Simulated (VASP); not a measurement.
A run of VASP 6.6.1:

File INCAR:

```
PREC = Accurate
ENCUT = 400
EDIFF = 1E-6
ISMEAR = -1
SIGMA = 0.05
LREAL = F
LASPH = T
NELM = 120
ALGO = Normal
ISIF = 2
LWAVE = F
LCHARG = F
GGA = PE
IVDW = 12
NBANDS = 70
GGA_COMPAT = F
```

File KPOINTS:

```
Automatic mesh
0
Gamma
  1 1 1
```

Contents of POSCAR:

```
Cl
1.0
    8.1432530000      0.0000000000      0.0000000000
    0.0000000000      8.1432530000      0.0000000000
    0.0000000000      0.0000000000      8.1432530000
Cl
16
Direct
    0.3881986720      0.5107909579     -0.0055874477
    0.6511034350      0.5759614739      0.0136431964
    0.0006140052     -0.0440364557      1.0178978843
    0.0023577801      0.2179227392      1.0228222063
    0.9833171093      0.5623059974      0.9643320673
    0.9199394886      0.6437722124      0.7103917808
    0.4133237663      1.0841736097      0.6624502518
    0.3967456249      0.8166515273      0.6408127072
    0.7588122339      0.7578789459      0.5072542877
    0.8728084465      0.8123903310      0.2859053992
    0.3944738055      0.4893744551      0.6120895421
    0.3916002610      0.5081998558      0.3436464519
    1.0017741067      0.2181683413      0.6637765031
    0.9935832769      0.2617258729      0.4095537741
    0.4372454104      0.0900254481      0.2990696715
    0.4147114182      0.0606145971      0.0425137227
```

Potentials or basis: VASP PAW PBE potentials, release 64 (Cl).

The run is started by

```bash
$ cat potpaw_PBE.64/Cl/POTCAR > POTCAR
$ mpirun -np 1 vasp_gam > vasp.out
```

Hardware: 1 thread of Intel Xeon 6975P-C (shared host).

Question: Estimate the wall time of this run.

Answer: It took 51 s on 1 thread of Intel Xeon 6975P-C (shared host), peak memory 0.34 GiB. Counts: scf iterations 17, k points 1.
